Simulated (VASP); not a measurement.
Runs of VASP 6.6.1 on Mo2Ir. The structure is that of space group P6/mmm (No. 191), or close to it. The cells are those of the table. 

```csv
task,cell,k mesh,gap on the mesh (eV),pressure (GPa),relaxed volume (Å³/atom)
relaxation of cell and atoms,"relaxed from a = 3.503, b = 3.503, c = 3.782 Å, angles 90.0, 90.0, 120.0°, 3 atoms",6 × 6 × 4,none,-0.1,(a)
single point,"a = 4.410, b = 4.410, c = 2.740 Å, angles 90.0, 90.0, 120.0°, 3 atoms",6 × 6 × 4,none,0.4,-
single point,"a = 4.425, b = 4.425, c = 2.718 Å, angles 90.0, 90.0, 120.0°, 3 atoms",6 × 6 × 6,none,0.5,-
relaxation of cell and atoms,"relaxed from a = 4.410, b = 4.410, c = 2.740 Å, angles 90.0, 90.0, 120.0°, 3 atoms",6 × 6 × 6,none,-0.3,15.41
single point,"a = 3.503, b = 3.503, c = 3.782 Å, angles 90.0, 90.0, 120.0°, 3 atoms",6 × 6 × 6,none,121.1,-
single point,"a = 4.286, b = 4.286, c = 2.725 Å, angles 90.0, 90.0, 120.0°, 3 atoms",6 × 6 × 6,none,(b),-
```

Alike in all rows: level PBE; potentials or basis VASP PAW PBE potentials, release 64 (Mo_sv, Ir); no spin polarisation; cutoff (eV) 500; smearing gaussian 0.1 eV.

**Question.** Estimate the missing entries.

**Answer.** (a) 15.38; (b) 20.8.

Caveats: some runs use coarse meshes; spin-orbit coupling is left out, which moves the levels of the heavy elements; a cell axis changed by over 15 % at a fixed basis, so the end point is rough (at least some runs); atoms lie so close that the PAW spheres overlap strongly, which falsifies energies and pressures (at least some runs); the stress differs along the axes, from 27 to 168 GPa (at least some runs).

A k mesh can miss the band edges, and the runs leave out spin-orbit coupling on Ir, Mo.

A gap of «none» marks levels without a gap at the run's occupations.
